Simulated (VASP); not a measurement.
Here is a VASP 6.6.1 calculation.

Contents of POSCAR:

```
Cu
1.0
    0.0000000000      1.7884957530      1.7884957530
    1.7884957530      0.0000000000      1.7884957530
    1.7884957530      1.7884957530      0.0000000000
Cu
1
Direct
    0.0000000000      0.0000000000      0.0000000000
```

Contents of INCAR.step1:

```
PREC = Accurate
ENCUT = 600
ISMEAR = -1
SIGMA = 0.1
LREAL = False
LASPH = True
NELM = 80
GGA = PE
ALGO = Normal
EDIFF = 1E-4
LWAVE = True
LCHARG = False
```

The input INCAR.step2:

```
PREC = Accurate
ENCUT = 600
EDIFF = 1E-7
ISMEAR = -1
SIGMA = 0.1
LREAL = False
LASPH = True
NELM = 80
ALGO = Normal
ISIF = 3
LWAVE = False
LCHARG = False
METAGGA = R2SCAN
LMIXTAU = True
IBRION = 2
NSW = 100
EDIFFG = -0.002
PSTRESS = 200.0
ISTART = 1
```

File KPOINTS:

```
Automatic mesh
0
Gamma
  26 26 26
```

Potentials or basis: VASP PAW PBE potentials, release 64 (Cu).

Command:

```console
$ cat potpaw_PBE.64/Cu/POTCAR > POTCAR
$ cp INCAR.step1 INCAR
$ mpirun -np 1 vasp_std > vasp.out
$ cp INCAR.step2 INCAR
$ mpirun -np 1 vasp_std > vasp.out
```

(1) Estimate the space group after relaxing (to 0.1 Å).

(2) Predict the band gap on the k mesh.

(3) Estimate the relaxed volume.

(4) Estimate the relaxed cell.

Results:

(1) Fm-3m (No. 225).

(2) zero (an odd number of electrons rules out a gap without spin polarisation).

(3) 10.42 Å³/atom.

(4) a = 2.451 Å, b = 2.451 Å, c = 2.451 Å, α = 60.00°, β = 60.00°, γ = 60.00°.

Caveat: the cell is relaxed towards a set pressure, so the run minimises the enthalpy, not the energy; the PAW data sets were made with another functional, which shifts forces and pressure a little.
